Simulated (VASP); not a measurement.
# Pb (Fm-3m) in VASP: a series of runs

Pb is run at these levels: PBEsol+D3(BJ), PBEsol, PBEsol+D4; tasks: single point.

Everything below comes from runs of VASP 6.6.1. Logs are shortened: lines on timing, memory, paths and dates and some standing lists are left out, and cuts for length are marked.

**1. The cell of the first run**

Symmetry: Fm-3m, No. 225, cubic system. The conventional cell has a = 4.857 Å, b = 4.857 Å, c = 4.857 Å, α = 90.00°, β = 90.00°, γ = 90.00°. Within 4.5 Å of Pb (site symmetry m-3m) lie 12 Pb at 3.43 Å.

**2. Single point, PBEsol+D3(BJ)**

Input file INCAR:

```
PREC = Accurate
ENCUT = 520
EDIFF = 1E-6
ISMEAR = -1
SIGMA = 0.05
LREAL = F
LASPH = T
NELM = 60
ALGO = Normal
ISIF = 2
LWAVE = F
LCHARG = T
GGA = PS
IVDW = 12
LELF = T
LVHAR = T
NBANDS = 13
```

Input file KPOINTS:

```
Automatic mesh
0
Gamma
  9 9 9
```

Input file POSCAR:

```
Pb
1.0
    0.0000000000      2.4282541170      2.4282541170
    2.4282541170      0.0000000000      2.4282541170
    2.4282541170      2.4282541170      0.0000000000
Pb
1
Direct
    0.0000000000      0.0000000000      0.0000000000
```

Potentials or basis: VASP PAW PBE potentials, release 64 (Pb_d).

Launch:

```bash
> cat potpaw_PBE.64/Pb_d/POTCAR > POTCAR
> mpirun -np 1 vasp_std > vasp.out
```

OUTCAR:

```text
PREC = Accurate
   ENCUT = 520
   EDIFF = 1E-6
   ISMEAR = -1
   LREAL = F
   LASPH = T
   NELM = 60
   ISIF = 2
   GGA = PS
   IVDW = 12
 IVDW          = 12

 ion  position               nearest neighbor table
   1  0.000  0.000  0.000-

  LATTYP: Found a face centered cubic cell.
 ALAT       =     4.8565082340

  Lattice vectors:

 A1 = (   0.0000000000,   2.4282541170,   2.4282541170)
 A2 = (   2.4282541170,   0.0000000000,   2.4282541170)
 A3 = (   2.4282541170,   2.4282541170,   0.0000000000)

Analysis of symmetry for initial positions (statically):
=====================================================================
 Subroutine PRICEL returns:
 Original cell was already a primitive cell.

 Routine SETGRP: Setting up the symmetry group for a
 face centered cubic supercell.

 Subroutine GETGRP returns: Found 48 space group operations
 (whereof 48 operations were pure point group operations)
 out of a pool of 48 trial point group operations.

The static configuration has the point symmetry O_h .

Analysis of symmetry for dynamics (positions and initial velocities):
=====================================================================
 Subroutine PRICEL returns:
 Original cell was already a primitive cell.

 Routine SETGRP: Setting up the symmetry group for a
 face centered cubic supercell.

 Subroutine GETGRP returns: Found 48 space group operations
 (whereof 48 operations were pure point group operations)
 out of a pool of 48 trial point group operations.

The dynamic configuration has the point symmetry O_h .

 Subroutine INISYM returns: Found 48 space group operations
 (whereof 48 operations are pure point group operations),
 and found     1 'primitive' translations

----------------------------------------------------------------------------------------

                                     Primitive cell

  volume of cell :      28.6360

  direct lattice vectors                    reciprocal lattice vectors
     0.000000000  2.428254117  2.428254117    -0.205909257  0.205909257  0.205909257
     2.428254117  0.000000000  2.428254117     0.205909257 -0.205909257  0.205909257
     2.428254117  2.428254117  0.000000000     0.205909257  0.205909257 -0.205909257

  length of vectors
     3.434069905  3.434069905  3.434069905     0.356645294  0.356645294  0.356645294
[... 83 lines left out ...]
   IBRION =     -1    ionic relax: 0-MD 1-quasi-New 2-CG
   NFREE  =      0    steps in history (QN), initial steepest desc. (CG)
   ISIF   =      2    stress and relaxation
   ISYM   =      2    0-nonsym 1-usesym 2-fastsym
   POTIM  = 0.5000    time-step for ionic-motion
   TEBEG  =    0.0;   TEEND  =   0.0 temperature during run
   PSTRESS=    0.0 pullay stress
   NELECT =      14.0000    total number of electrons
   NUPDOWN=      -1.0000    fix difference up-down
   EMIN   =  10.00;   EMAX   =-10.00  energy-range for DOS
   EFERMI =   0.00;   METHOD = LEGACY
   ISMEAR =    -1;   SIGMA  =   0.05  broadening in eV -4-tet -1-fermi 0-gaus
   EFERMI_NEDOS =   21; number of points for ismear=-14 and -15
   IALGO  =     38    algorithm
   IMIX   =      4    mixing-type and parameters
     AMIX     =   0.40;   BMIX     =  1.00
     AMIX_MAG =   1.60;   BMIX_MAG =  1.00
  volume/ion in A,a.u.               =      28.64       193.25
  Fermi-wavevector in a.u.,A,eV,Ry     =   1.289674  2.437131 22.630023  1.663260
  Thomas-Fermi vector in A             =   2.421553
   LORBIT       =      0    0 simple, 1 ext, 2 COOP (PROOUT), +10 PAW based schemes
   GGA     = PS    functional components
   LHFCALC =     F    Hartree Fock is set to
   AEXX    =    0.0000 exact exchange contribution
   IVDW    =    12    specifies the selected vdW correction
   LEPSILON=     F    determine dielectric tensor
   LRPA    =     F    only Hartree local field effects (RPA)
 non-spin polarized calculation
  energy-cutoff  :      520.00
  volume of cell :       28.64
 maximum number of plane-waves:       785
 NGX is ok and might be reduce to    28
   NGX = 13   NGY = 13   NGZ = 13

 number of electron      14.0000001 magnetization

 Free energy of the ion-electron system (eV)
  ---------------------------------------------------
  ext. energy  EPLUGINS =         0.00000000
  ---------------------------------------------------
  free energy    TOTEN  =        -4.00840267 eV

  energy without entropy =       -4.00515659  energy(sigma->0) =       -4.00677963

 E-fermi :   7.5742     XC(G=0): -10.6197

 val. band max:        7.5718253000   @ k =  -0.2222   0.3333   0.1111
 cond. band min:       7.8598879537   @ k =   0.3333   0.3333   0.0000
 fundamental gap:      0.2880626537
 Fermi energy:         7.5741884710

 k-point     1 :       0.0000    0.0000    0.0000
  band No.  band energies     occupation
      1      -9.2775      2.00000
      2      -9.2775      2.00000
      3      -9.2775      2.00000
      4      -9.1082      2.00000
      5      -9.1082      2.00000
      6      -4.4146      2.00000
      7      15.6280      0.00000
      8      15.6280      0.00000
      9      15.6280      0.00000
     10      17.5511      0.00000
     11      19.8094      0.00000
     12      20.6719      0.00000
     13      20.6719      0.00000
[... 354 lines left out ...]
  band No.  band energies     occupation
      1      -9.4710      2.00000
      2      -9.3658      2.00000
      3      -8.9659      2.00000
      4      -8.9208      2.00000
      5      -8.9208      2.00000
      6       0.5868      2.00000
      7       4.8970      2.00000
      8       9.9646      0.00000
      9       9.9646      0.00000
     10      13.3950      0.00000
     11      14.6374      0.00000
     12      26.3672      0.00000
     13      28.4312      0.00000

 [... further k-points ...]

------------------------ aborting loop because EDIFF is reached ----------------------------------------

 Edisp (eV)   -0.46849

 E8    (eV) :    -0.3425

  FORCE on cell =-STRESS in cart. coord.  units (eV):
  Direction    XX          YY          ZZ          XY          YZ          ZX
  --------------------------------------------------------------------------------------
  -------------------------------------------------------------------------------------
  Total      -0.06486    -0.06486    -0.06486    -0.00000     0.00000    -0.00000
  in kB      -3.62900    -3.62900    -3.62900    -0.00000     0.00000    -0.00000
  external pressure =       -3.63 kB  Pullay stress =        0.00 kB

 VOLUME and BASIS-vectors are now :
 -----------------------------------------------------------------------------
  energy-cutoff  :      520.00
  volume of cell :       28.64
      direct lattice vectors                 reciprocal lattice vectors
     0.000000000  2.428254117  2.428254117    -0.205909257  0.205909257  0.205909257
     2.428254117  0.000000000  2.428254117     0.205909257 -0.205909257  0.205909257
     2.428254117  2.428254117  0.000000000     0.205909257  0.205909257 -0.205909257

 POSITION                                       TOTAL-FORCE (eV/Angst)
 -----------------------------------------------------------------------------------
      0.00000      0.00000      0.00000         0.000000      0.000000      0.000000
 -----------------------------------------------------------------------------------
    total drift:                               -0.000000     -0.000000     -0.000000

  FREE ENERGIE OF THE ION-ELECTRON SYSTEM (eV)
  ---------------------------------------------------
  free  energy   TOTEN  =        -4.4768976347 eV

  energy  without entropy=       -4.4736515512  energy(sigma->0) =       -4.47527459
```

OSZICAR:

```text
N       E                     dE             d eps       ncg     rms          rms(c)
DAV:   1     0.108166828733E+03    0.10817E+03   -0.70714E+03   915   0.126E+03
DAV:   2     0.957947535581E+00   -0.10721E+03   -0.10412E+03   975   0.317E+02
DAV:   3    -0.391527268881E+01   -0.48732E+01   -0.48606E+01  1129   0.722E+01
DAV:   4    -0.402298928255E+01   -0.10772E+00   -0.10769E+00  1136   0.114E+01
DAV:   5    -0.402797302146E+01   -0.49837E-02   -0.49836E-02  1245   0.222E+00    0.640E-01
DAV:   6    -0.401261621298E+01    0.15357E-01   -0.18963E-02  1175   0.255E+00    0.297E-01
DAV:   7    -0.400868407175E+01    0.39321E-02   -0.76065E-03  1170   0.147E+00    0.906E-02
DAV:   8    -0.400840447257E+01    0.27960E-03   -0.42310E-04  1397   0.341E-01    0.868E-03
DAV:   9    -0.400840298412E+01    0.14885E-05   -0.61464E-06  1211   0.455E-02    0.431E-03
DAV:  10    -0.400840267116E+01    0.31297E-06   -0.41760E-07   770   0.797E-03
   1 F= -.44768976E+01 E0= -.44752746E+01  d E =-.324608E-02
```

stdout:

```text
POSCAR found type information on POSCAR Pb
 POSCAR found :  1 types and       1 ions
 scaLAPACK will be used
 -----------------------------------------------------------------------------
|                                                                             |
|                                                                             |
|     You enforced a specific xc type in the INCAR file but a different       |
|     I HOPE YOU KNOW WHAT YOU ARE DOING!                                     |
|                                                                             |
 -----------------------------------------------------------------------------

 LDA part: xc-table for (Slater+PW92), standard interpolation
 POSCAR, INCAR and KPOINTS ok, starting setup
 FFT: planning ... GRIDC
 FFT: planning ... GRID_SOFT
 FFT: planning ... GRID
 WAVECAR not read
 entering main loop
```

Wall time 21 s (1 thread of Intel Xeon Platinum 8259CL at 2.50GHz (Skylake/Cascade Lake), shared host); peak memory 0.17 GiB.

Results:

```yaml
Free_energy: -4.4769 eV
Pressure: -0.4 GPa
Band_gap_on_the_k_mesh: zero (band 7 reaches 15.63 eV, above the bottom of band 8 at 6.08 eV)
Dispersion_energy_per_atom: -0.468 eV
```

Caveat: three body term missing; the PAW data sets were made with another functional, which shifts forces and pressure a little; spin-orbit coupling is left out, which moves the levels of the heavy elements; pairwise dispersion overbinds metals, which lowers pressure and volume.

**3. Single point, PBEsol**

This run uses another cell than the first one, of 29.94 Å³/atom, 1.045 times its volume.

Input file INCAR:

```
PREC     = Accurate       # precision mode
ENCUT    = 520            # plane-wave cutoff, eV
EDIFF    = 1E-6           # SCF threshold, eV
ISMEAR   = -1             # smearing method
SIGMA    = 0.05           # smearing width, eV
LREAL    = F              # projectors in reciprocal space
LASPH    = T              # aspherical terms in the spheres
NELM     = 60             # most SCF steps
ALGO     = Normal         # electronic algorithm
ISIF     = 2              # what is computed and relaxed
LWAVE    = F              # write WAVECAR
LCHARG   = F              # write CHGCAR
GGA      = PS             # functional
NBANDS   = 13             # bands
```

Input file KPOINTS:

```
regular mesh
0
Gamma
  9 9 9
```

Input file POSCAR:

```
Pb
1.0
    0.0000000000      2.4644809858      2.4644809858
    2.4644809858      0.0000000000      2.4644809858
    2.4644809858      2.4644809858      0.0000000000
Pb
1
Direct
    0.0000000000      0.0000000000      0.0000000000
```

Potentials or basis: VASP PAW PBE potentials, release 64 (Pb_d).

Launch:

```bash
> cat potpaw_PBE.64/Pb_d/POTCAR > POTCAR
> mpirun -np 1 vasp_std > vasp.out
```

Run time: 15 s. Hardware: 1 thread of Intel Xeon Platinum 8259CL at 2.50GHz (Skylake/Cascade Lake), shared host; peak memory 0.16 GiB.

The run converged. Its results:

```yaml
Free_energy: -4.0180 eV
Pressure: -0.1 GPa
Band_gap_on_the_k_mesh: zero (band 7 reaches 14.76 eV, above the bottom of band 8 at 5.66 eV)
```

Levels at points of the mesh, in eV from the Fermi level:
```tsv
k point	band 5	band 6	band 7	band 8	band 9	band 10
(0.00, 0.00, 0.00)	-16.69	-11.70	7.67	7.67	7.67	9.93
```

Caveat: the PAW data sets were made with another functional, which shifts forces and pressure a little; spin-orbit coupling is left out, which moves the levels of the heavy elements.

**4. Single point, PBEsol+D4**

This run uses another cell than the first one, of 29.16 Å³/atom, 1.018 times its volume.

Input file INCAR:

```
SYSTEM = Pb
PREC     = Accurate       ! precision mode
ENCUT    = 520            ! plane-wave cutoff, eV
EDIFF    = 1E-7           ! SCF threshold, eV
ISMEAR   = -1             ! smearing method
SIGMA    = 0.05           ! smearing width, eV
LREAL    = .False.        ! projectors in reciprocal space
LASPH    = .True.         ! aspherical terms in the spheres
NELM     = 80             ! most SCF steps
ALGO     = Normal         ! electronic algorithm
ISIF     = 2              ! what is computed and relaxed
LWAVE    = .False.        ! write WAVECAR
LCHARG   = .False.        ! write CHGCAR
GGA      = PS             ! functional
IVDW     = 13             ! dispersion correction
NBANDS   = 13             ! bands
```

Input file KPOINTS:

```
regular mesh
0
Gamma
  9 9 9
  0 0 0
```

Input file POSCAR:

```
Pb
1.0
    0.0000000000      2.4428626824      2.4428626824
    2.4428626824      0.0000000000      2.4428626824
    2.4428626824      2.4428626824      0.0000000000
Pb
1
Direct
    0.0000000000      0.0000000000      0.0000000000
```

Launch:

```bash
> cat potpaw_PBE.64/Pb_d/POTCAR > POTCAR
> mpirun -np 1 vasp_std > vasp.out
```

Run time: 18 s. Hardware: 1 thread of Intel Xeon Platinum 8259CL at 2.50GHz (Skylake/Cascade Lake), shared host; peak memory 0.16 GiB.

Results (log left out):

| Item | Value |
| --- | --- |
| Free energy | -4.2777 eV |
| Pressure | -0.1 GPa |
| Band gap on the k mesh | zero (band 7 reaches 15.27 eV, above the bottom of band 8 at 5.91 eV) |
| Dispersion energy per atom | -0.263 eV |

Levels at points of the mesh, in eV from the Fermi level:
```csv
k point,band 4,band 5,band 6,band 7,band 8,band 9,band 10,band 11
"(0.00, 0.00, 0.00)",-16.69,-16.69,-11.87,7.90,7.90,7.90,9.96,11.99
```

Caveat: the PAW data sets were made with another functional, which shifts forces and pressure a little; spin-orbit coupling is left out, which moves the levels of the heavy elements; pairwise dispersion overbinds metals, which lowers pressure and volume.

**5. The runs side by side**

| level | cell | gap on the mesh (eV) | pressure (GPa) |
| --- | --- | --- | --- |
| PBEsol+D3(BJ) | a = 3.434 Å, angles 60.0°, 1 atom | none | -0.4 |
| PBEsol | a = 3.485 Å, angles 60.0°, 1 atom | none | -0.1 |
| PBEsol+D4 | a = 3.455 Å, angles 60.0°, 1 atom | none | -0.1 |

Alike in all rows: task single point; potentials or basis VASP PAW PBE potentials, release 64 (Pb_d); no spin polarisation; k mesh 9 × 9 × 9; cutoff (eV) 520; smearing fermi-dirac 0.05 eV.

Caveats: the PAW data sets were made with another functional, which shifts forces and pressure a little; spin-orbit coupling is left out, which moves the levels of the heavy elements; pairwise dispersion overbinds metals, which lowers pressure and volume (some runs); three body term missing (some runs).

Absolute energies hang on the potentials; compare differences alone.
